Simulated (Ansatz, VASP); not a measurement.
Two plane-wave programs on Mg

```
Mg
1.0
    -1.87840    1.87840    1.50030
     1.87840   -1.87840    1.50030
     1.87840    1.87840   -1.50030
Mg
1
Direct
  0.00000 0.00000 0.00000
```

Alike in both runs: task single point; functional PBE; k mesh 18 × 18 × 18; occupations gaussian, width 0.15 eV; no spin polarisation.

|  | VASP | Ansatz |
| --- | --- | --- |
| version | VASP 6.6.1 | Ansatz 0.2.0 |
| potentials or method | VASP PAW PBE potentials, release 64 (Mg), cutoff 520 eV | scalar-relativistic, plane waves, PAW |
| valence electrons in the cell | 2 | 10 |

VASP gave:

| Item | Value |
| --- | --- |
| gap on the k mesh at the Fermi level (eV) | none |
| pressure (GPa) | 4.3 |
| traceless stress, the component that is largest in VASP (GPa) | 3.56 |

Question: Which values does Ansatz return?

Answer: gap on the k mesh at the Fermi level (eV): none; pressure (GPa): 4.4; traceless stress, the component that is largest in VASP (GPa): 3.55.

A gap of «none» marks a metal or a gap that the smearing closes. VASP's potentials hold 2 valence electrons a cell and Ansatz's 10, so a difference there can come from the potentials and not from the codes.
